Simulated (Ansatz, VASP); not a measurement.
Ir: VASP beside Ansatz

Contents of INCAR:

```
SYSTEM = Ir
ALGO = Normal
EDIFF = 1E-6
ENCUT = 500
GGA = PS
GGA_COMPAT = .FALSE.
ISIF = 2
ISMEAR = -1
LASPH = .TRUE.
LCHARG = .FALSE.
LREAL = .FALSE.
LWAVE = .FALSE.
NBANDS = 24
NELM = 120
PREC = Accurate
SIGMA = 0.1
```

File KPOINTS:

```
k-points
0
G
  1 3 1
  0 0 0
```

Contents of POSCAR:

```
Ir
1.0
   12.2384552500      0.0000000000      0.0000000000
    0.0000000000      2.2334312600      0.0000000000
    0.0000000000      0.0000000000      7.1930008000
Ir
2
Direct
    0.2499999998      0.0000000000      0.1639883997
    0.7500000002      0.0000000000      0.8360116003
```

Input for Ansatz:

```yaml
crystal:
  lattice:
    - [12.23845525, 0.0, 0.0]
    - [0.0, 2.23343126, 0.0]
    - [0.0, 0.0, 7.1930008]
  atoms:
    - { symbol: Ir, position: [0.24999999979572587, 0.0, 0.16398839966763246] }
    - { symbol: Ir, position: [0.7500000002042742, 0.0, 0.8360116003323675] }
kpoints:
  mp_grid:
    grid: [1, 3, 1]
hamiltonian:
  xc: pbesol
scf:
  occupations:
    method: fermi_dirac
    width: 0.1
output:
  forces: true
  stress: true
```

Alike in both runs: task single point; functional PBEsol; k mesh 1 × 3 × 1; occupations fermi-dirac, width 0.1 eV; no spin polarisation.

|  | VASP | Ansatz |
| --- | --- | --- |
| version | VASP 6.6.1 | Ansatz 0.2.0 |
| potentials or method | VASP PAW PBE potentials, release 64 (Ir_sv_GW) | plane waves, PAW |
| plane-wave cutoff (eV) | 500 | 420 |
| valence electrons in the cell | 34 | 34 |

|  | VASP | Ansatz | Ansatz less VASP |
| --- | --- | --- | --- |
| pressure (GPa) | -1.0 | -0.6 | +0.37 |
| traceless stress, the component that is largest in VASP (GPa) | -0.88 | -1.03 | -0.151 |

VASP's potentials were made for PBE, not for PBEsol.

The k mesh is coarse, so the values compare programs but aren't converged. Spin-orbit coupling is off throughout.
